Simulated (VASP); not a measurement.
# Zn3PbO: vibrations by perturbation theory with PBE

Crystal: Zn3PbO.

```xyz
5
Lattice="4.3878 0.0000 0.0000 0.0000 4.3878 0.0000 0.0000 0.0000 4.3878" Properties=species:S:1:pos:R:3 pbc="T T T"
Zn    0.0000    2.1939    2.1939
Zn    2.1939    0.0000    2.1939
Zn    2.1939    2.1939    0.0000
Pb    0.0000    0.0000    0.0000
O     2.1939    2.1939    2.1939
```

```
Program                : VASP 6.6.1
Task                   : vibrations by perturbation theory
Functional             : PBE
Potentials or basis    : VASP PAW PBE potentials, release 64 (Zn, Pb_d, O)
Cutoff                 : 520 eV
k mesh                 : 8 × 8 × 8
Occupations            : fermi-dirac, width 0.15 eV
Spin                   : no spin polarisation
Dipole correction      : no
Further INCAR settings : ALGO = Normal; EDIFF = 1e-08; IBRION = 8; NSW = 1
```

The highest phonon frequency at Γ, LO-TO splitting left out is 187 cm⁻¹ and the most unstable mode is 146i cm⁻¹.

Phonon frequencies in cm⁻¹ (negative: imaginary):
```csv
q point,frequencies
"(0.000, 0.000, 0.000)",-146 -146 -146 -39 -39 -39 0 0 0 78 78 78 187 187 187
```

It took 13 min on 1 thread of AMD EPYC 9R45 96-Core Processor (Zen 5), with other jobs on the host, peak memory 0.76 GiB.

Caveat: the cell stands under pressure or tension, which shifts response properties; some modes are imaginary.
